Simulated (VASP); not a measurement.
# TaN in VASP: single point with PBE

Aim: the single point of TaN with PBE.

All numbers are computed with VASP 6.6.1; they aren't measurements. Logs are shortened: lines on timing, memory, paths and dates and some standing lists are left out, and cuts for length are marked.

### Step 1. The cell of the first run

The cell holds a slab with vacuum, 24 atoms: a = 6.247 Å, b = 6.247 Å, c = 23.009 Å, α = 90.00°, β = 90.00°, γ = 90.00°.

### Step 2. Single point, PBE

Input file INCAR:

```
SYSTEM = TaN
PREC = Accurate
ENCUT = 520
EDIFF = 1E-6
ISMEAR = 0
SIGMA = 0.1
LREAL = Auto
LASPH = .TRUE.
NELM = 100
ALGO = Fast
ISIF = 2
LWAVE = .FALSE.
LCHARG = .FALSE.
LDIPOL = .TRUE.
IDIPOL = 3
DIPOL = 0.5 0.5 0.443
GGA = PE
NBANDS = 114
```

Input file KPOINTS:

```
regular mesh
0
G
  3 3 1
  0 0 0
```

Input file POSCAR:

```
TaN
1.0
    6.2469625124      0.0000000000      0.0000000000
    0.0000000000      6.2469625124      0.0000000000
    0.0000000000      0.0000000000     23.0086695543
Ta N
12 12
Direct
    0.5000000000      0.5000000000      0.3476950278
    0.5000000000      0.0000000000      0.3476950278
    0.0000000000      0.5000000000      0.3476950278
    0.0000000000      0.0000000000      0.3476950278
    0.7232786631      0.7518580589      0.4416558582
    0.7712029496      0.2518759916      0.4439225386
    0.2823516744      0.7429168730      0.4410202820
    0.2260802525      0.2591243231      0.4409281501
   -0.0175201229      0.0123039602      0.5291964796
   -0.0052408629      0.4944949769      0.5305232741
    0.5070997986     -0.0055943412      0.5301941406
    0.4983973956      0.5075023390      0.5635814971
    0.2500000000      0.2500000000      0.3476950278
    0.2500000000      0.7500000000      0.3476950278
    0.7500000000      0.2500000000      0.3476950278
    0.7500000000      0.7500000000      0.3476950278
    0.5066356840      0.4742191633      0.4430510945
    0.4900735923      0.0305030868      0.4393809697
   -0.0066888422      0.5346748988      0.4396232120
    0.0111261473     -0.0278700245      0.4396030590
    0.7586580016      0.7525968612      0.5419400922
    0.7389896141      0.2572019517      0.5464031664
    0.2515195676      0.7472620170      0.5377110372
    0.2424650457      0.2456341818      0.5394146797
```

Potentials or basis: VASP PAW PBE potentials, release 64 (Ta_pv, N).

On the command line:

```sh
cat potpaw_PBE.64/Ta_pv/POTCAR potpaw_PBE.64/N/POTCAR > POTCAR
mpirun -np 1 vasp_std > vasp.out
```

OUTCAR:

```text
SYSTEM = TaN
   PREC = Accurate
   ENCUT = 520
   EDIFF = 1E-6
   ISMEAR = 0
   LREAL = Auto
   LASPH = .TRUE.
   NELM = 100
   ISIF = 2
   GGA = PE

 ion  position               nearest neighbor table
   1  0.500  0.500  0.348-  17 2.20  14 2.21  15 2.21  16 2.21  13 2.21   7 2.96   5 3.02   3 3.12
                             2 3.12   2 3.12   3 3.12   8 3.13   6 3.19
   2  0.500  0.000  0.348-  18 2.12  14 2.21  15 2.21  16 2.21  13 2.21   5 3.00   7 3.01   4 3.12
                             1 3.12   1 3.12   4 3.12   8 3.19   6 3.20
   3  0.000  0.500  0.348-  19 2.13  14 2.21  15 2.21  16 2.21  13 2.21   8 2.98   6 3.06   4 3.12
                             1 3.12   4 3.12   1 3.12   7 3.17   5 3.18
   4  0.000  0.000  0.348-  20 2.12  14 2.21  15 2.21  16 2.21  13 2.21   8 3.04   6 3.07   3 3.12
                             2 3.12   3 3.12   2 3.12   5 3.17   7 3.21
   5  0.723  0.752  0.442-  19 2.17  16 2.17  17 2.20  20 2.26  18 2.27  21 2.32   7 2.76  11 2.88
                             2 3.00   1 3.02   9 3.05  10 3.11   6 3.14   6 3.14   4 3.17   3 3.18
   6  0.771  0.252  0.444-  17 2.16  15 2.22  18 2.24  19 2.25  20 2.30  22 2.37   9 2.80   8 2.84
                            10 2.87  11 3.04   3 3.06   4 3.07   5 3.14   5 3.14   1 3.19   2 3.20
   7  0.282  0.743  0.441-  14 2.16  17 2.19  18 2.22  20 2.22  19 2.23  23 2.23   5 2.76  11 2.94
                             1 2.96   2 3.01   8 3.04  10 3.14   3 3.17   4 3.21   9 3.23   8 3.24
   8  0.226  0.259  0.441-  13 2.15  18 2.18  17 2.21  20 2.24  19 2.25  24 2.27   6 2.84  10 2.92
                             9 2.97   3 2.98   4 3.04   7 3.04   1 3.13  11 3.17   2 3.19   7 3.24
   9  0.982  0.012  0.529-  20 2.08  21 2.16  22 2.19  24 2.19  23 2.37   6 2.80   8 2.97  11 2.97
[... 5 lines left out ...]
  12  0.498  0.508  0.564-  22 2.20  23 2.23  21 2.29  24 2.35  11 3.14  10 3.19  10 3.24  11 3.30
                             7 3.45   5 3.49
  13  0.250  0.250  0.348-   8 2.15   2 2.21   3 2.21   4 2.21   1 2.21
  14  0.250  0.750  0.348-   7 2.16   2 2.21   3 2.21   4 2.21   1 2.21
  15  0.750  0.250  0.348-   1 2.21   2 2.21   3 2.21   4 2.21   6 2.22
  16  0.750  0.750  0.348-   5 2.17   2 2.21   3 2.21   4 2.21   1 2.21
  17  0.507  0.474  0.443-   6 2.16   7 2.19   5 2.20   1 2.20   8 2.21
  18  0.490  0.031  0.439-  11 2.10   2 2.12   8 2.18   7 2.22   6 2.24   5 2.27
  19  0.993  0.535  0.440-  10 2.11   3 2.13   5 2.17   7 2.23   6 2.25   8 2.25
  20  0.011  0.972  0.440-   9 2.08   4 2.12   7 2.22   8 2.24   5 2.26   6 2.30
  21  0.759  0.753  0.542-   9 2.16  11 2.20  10 2.20  12 2.29   5 2.32
  22  0.739  0.257  0.546-   9 2.19  12 2.20  10 2.21  11 2.22   6 2.37
  23  0.252  0.747  0.538-  11 2.23  12 2.23   7 2.23  10 2.26   9 2.37
  24  0.242  0.246  0.539-   9 2.19  10 2.20   8 2.27  11 2.29  12 2.35

  LATTYP: Found a simple tetragonal cell.
 ALAT       =     6.2469625124
 C/A-ratio  =     3.6831771455

  Lattice vectors:

 A1 = (   6.2469625124,   0.0000000000,   0.0000000000)
 A2 = (   0.0000000000,   6.2469625124,   0.0000000000)
 A3 = (   0.0000000000,   0.0000000000,  23.0086695543)

Analysis of symmetry for initial positions (statically):
=====================================================================
 Subroutine PRICEL returns:
 Original cell was already a primitive cell.

 Routine SETGRP: Setting up the symmetry group for a
 simple tetragonal supercell.

 Subroutine GETGRP returns: Found  1 space group operations
 (whereof  1 operations were pure point group operations)
 out of a pool of 16 trial point group operations.

The static configuration has the point symmetry C_1 .

Analysis of symmetry for dynamics (positions and initial velocities):
=====================================================================
 Subroutine PRICEL returns:
 Original cell was already a primitive cell.

 Routine SETGRP: Setting up the symmetry group for a
 simple tetragonal supercell.

 Subroutine GETGRP returns: Found  1 space group operations
 (whereof  1 operations were pure point group operations)
 out of a pool of 16 trial point group operations.

The dynamic configuration has the point symmetry C_1 .

 Subroutine INISYM returns: Found  1 space group operations
 (whereof  1 operations are pure point group operations),
 and found     1 'primitive' translations

----------------------------------------------------------------------------------------

                                     Primitive cell

  volume of cell :     897.9028

  direct lattice vectors                    reciprocal lattice vectors
     6.246962512  0.000000000  0.000000000     0.160077797  0.000000000  0.000000000
[... 73 lines left out ...]

  Length of vectors
     0.053359266  0.053359266  0.043461878

  Shift w.r.t. Gamma in fractional coordinates (k-lattice)
     0.000000000  0.000000000  0.000000000

 Subroutine IBZKPT returns following result:
 ===========================================

 Found      5 irreducible k-points:

 Following reciprocal coordinates:
            Coordinates               Weight
  0.000000  0.000000  0.000000      1.000000
  0.333333  0.000000  0.000000      2.000000
  0.000000  0.333333  0.000000      2.000000
  0.333333  0.333333  0.000000      2.000000
 -0.333333  0.333333  0.000000      2.000000
   k-points           NKPTS =      5   k-points in BZ     NKDIM =      5   number of bands    NBANDS=    114
   number of dos      NEDOS =    301   number of ions     NIONS =     24
   total plane-waves  NPLWV = 414720
   dimension x,y,z NGX =    48 NGY =   48 NGZ =  180
   dimension x,y,z NGXF=    96 NGYF=   96 NGZF=  360
   ions per type =              12  12
   NGX,Y,Z   is equivalent  to a cutoff of  12.77, 12.77, 13.01 a.u.
   NGXF,Y,Z  is equivalent  to a cutoff of  25.55, 25.55, 26.01 a.u.
 SYSTEM =  TaN
   PREC   = accura    normal or accurate (medium, high low for compatibility)
   ISTART =      0    job   : 0-new  1-cont  2-samecut
   ICHARG =      2    charge: 1-file 2-atom 10-const
   ISPIN  =      1    spin polarized calculation?
   LNONCOLLINEAR =      F non collinear calculations
   LSORBIT =      F    spin-orbit coupling
   LASPH  =      T    aspherical Exc in radial PAW
   ENCUT  =  520.0 eV  38.22 Ry    6.18 a.u.  11.62 11.62 42.78*2*pi/ulx,y,z
   NELM   =    100;   NELMIN=  2; NELMDL= -5     # of ELM steps
   EDIFF  = 0.1E-05   stopping-criterion for ELM
   LREAL  =      T    real-space projection
   EDIFFG = 0.1E-04   stopping-criterion for IOM
   NSW    =      0    number of steps for IOM
   IBRION =     -1    ionic relax: 0-MD 1-quasi-New 2-CG
   NFREE  =      0    steps in history (QN), initial steepest desc. (CG)
   ISIF   =      2    stress and relaxation
   ISYM   =      2    0-nonsym 1-usesym 2-fastsym
   POTIM  = 0.5000    time-step for ionic-motion
   TEBEG  =    0.0;   TEEND  =   0.0 temperature during run
   PSTRESS=    0.0 pullay stress
   NELECT =     192.0000    total number of electrons
   NUPDOWN=      -1.0000    fix difference up-down
   EMIN   =  10.00;   EMAX   =-10.00  energy-range for DOS
   EFERMI =   0.00;   METHOD = LEGACY
   ISMEAR =     0;   SIGMA  =   0.10  broadening in eV -4-tet -1-fermi 0-gaus
   EFERMI_NEDOS =   21; number of points for ismear=-14 and -15
   IALGO  =     68    algorithm
   IMIX   =      4    mixing-type and parameters
     AMIX     =   0.40;   BMIX     =  1.00
     AMIX_MAG =   1.60;   BMIX_MAG =  1.00
  volume/ion in A,a.u.               =      37.41       252.47
  Fermi-wavevector in a.u.,A,eV,Ry     =   0.978961  1.849968 13.039347  0.958365
  Thomas-Fermi vector in A             =   2.109777
   LORBIT       =      0    0 simple, 1 ext, 2 COOP (PROOUT), +10 PAW based schemes
   GGA     = PE    functional components
   LHFCALC =     F    Hartree Fock is set to
   AEXX    =    0.0000 exact exchange contribution
   IVDW    =     0    specifies the selected vdW correction
   LEPSILON=     F    determine dielectric tensor
   LRPA    =     F    only Hartree local field effects (RPA)
 non-spin polarized calculation
 RMM-DIIS sequential band-by-band and
 Gauss-broadening in eV      SIGMA  =   0.10
  energy-cutoff  :      520.00
  volume of cell :      897.90
 maximum number of plane-waves:     24183
 NGX is ok and might be reduce to    48
   NGX = 23   NGY = 23   NGZ = 85

 dipolmoment           0.000000      0.000000     -1.449478 electrons x Angstroem

 number of electron     192.0000006 magnetization

 dipolmoment           0.000000      0.000000      0.105887 electrons x Angstroem

 Free energy of the ion-electron system (eV)
  ---------------------------------------------------
  ext. energy  EPLUGINS =         0.00000000
  ---------------------------------------------------
  free energy    TOTEN  =      -253.78833929 eV

  energy without entropy =     -253.71038075  energy(sigma->0) =     -253.74936002

 E-fermi :   0.0973     XC(G=0):  -4.8336

 val. band max:        0.0580299780   @ k =   0.3333   0.0000   0.0000
 cond. band min:       0.1271193738   @ k =  -0.3333   0.3333   0.0000
 fundamental gap:      0.0690893958
 Fermi energy:         0.0972916737

 k-point     1 :       0.0000    0.0000    0.0000
  band No.  band energies     occupation
      1     -36.2853      2.00000
      2     -36.2747      2.00000
      3     -36.2617      2.00000
      4     -36.2145      2.00000
      5     -36.1774      2.00000
      6     -36.1682      2.00000
[... 544 lines left out ...]
    107       1.2707      0.00000
    108       1.3850      0.00000
 [bands above 108 left out]

------------------------ aborting loop because EDIFF is reached ----------------------------------------

 vacuum level on the upper side and lower side of the slab       (xc-potential included)         0.140        -0.342

  FORCE on cell =-STRESS in cart. coord.  units (eV):
  Direction    XX          YY          ZZ          XY          YZ          ZX
  --------------------------------------------------------------------------------------
  -------------------------------------------------------------------------------------
  Total      -31.9248423    -27.5223612      1.4173027     -3.0017504      0.3378658      0.2883329
  in kB      -56.9652538    -49.1096644      2.5289713     -5.3561885      0.6028725      0.5144883
  external PRESSURE =     -34.5153157 kB  Pullay stress =       0.0000000 kB

 VOLUME and BASIS-vectors are now :
 -----------------------------------------------------------------------------
  energy-cutoff  :      520.00
  volume of cell :      897.90
      direct lattice vectors                 reciprocal lattice vectors
     6.246962512  0.000000000  0.000000000     0.160077797  0.000000000  0.000000000
     0.000000000  6.246962512  0.000000000     0.000000000  0.160077797  0.000000000
     0.000000000  0.000000000 23.008669554     0.000000000  0.000000000  0.043461878

 POSITION                                       TOTAL-FORCE (eV/Angst)
 -----------------------------------------------------------------------------------
      3.12348      3.12348      8.00000        -0.195851      0.200932      0.947828
      3.12348      0.00000      8.00000        -0.182470     -0.237251      1.795451
      0.00000      3.12348      8.00000         0.302583     -0.423788      1.809378
      0.00000      0.00000      8.00000        -0.032799      0.362195      2.421966
      4.51829      4.69683     10.16191        -0.043402     -0.100454      0.346408
      4.81768      1.57346     10.21407        -0.225203      0.167610     -0.017933
[... 16 lines left out ...]
      1.57123      4.66812     12.37202         0.230266     -0.302744      0.611231
      1.51467      1.53447     12.41121         0.526238      0.588323      0.821882
 -----------------------------------------------------------------------------------
    total drift:                                0.001787      0.002424      0.009561

  FREE ENERGIE OF THE ION-ELECTRON SYSTEM (eV)
  ---------------------------------------------------
  free  energy   TOTEN  =      -253.7883392856 eV

  energy  without entropy=     -253.7103807474  energy(sigma->0) =     -253.74936002

 vacuum level on the upper side and lower side of the slab         3.911         3.420
```

Run time: 25 min. Hardware: 1 thread of Oxide Virtual Turin-like, shared host; peak memory 0.98 GiB.

Results:

```
Free energy            : -253.7883 eV
Largest force          : 2.930 eV/Å
Band gap on the k mesh : zero (bands 96 and 97 overlap by 0.22 eV)
```

Forces in eV/Å, atoms in the order of the input:
```
Ta  -0.196  0.201  0.948
Ta  -0.182 -0.237  1.795
Ta   0.303 -0.424  1.809
Ta  -0.033  0.362  2.422
Ta  -0.043 -0.100  0.346
Ta  -0.225  0.168 -0.018
Ta   0.028  0.041 -0.064
Ta   0.080 -0.018  0.133
Ta   0.056 -0.010 -0.133
Ta  -0.150 -0.079  0.530
Ta   0.005 -0.072  0.590
Ta   0.414  0.135 -2.897
N    0.263  0.096 -2.093
N   -0.174 -0.037 -2.090
N    0.112 -0.056 -1.422
N   -0.131  0.040 -1.740
N   -0.101 -0.006 -0.344
N    0.104  0.041 -0.284
N    0.171  0.034 -0.176
N   -0.014 -0.135 -0.331
N   -0.680 -0.469  0.961
N   -0.362  0.242  0.624
N    0.230 -0.303  0.611
N    0.526  0.588  0.822
```

Levels at points of the mesh, in eV from the Fermi level:
```tsv
k point	band 93	band 94	band 95	band 96	band 97	band 98
(0.00, 0.00, 0.00)	-0.52	-0.33	-0.13	0.09	0.23	0.55
```

Caveat: spin-orbit coupling is left out, which moves the levels of the heavy elements.

The gap in the log of VASP goes by the Fermi energy; the results here count the filled bands.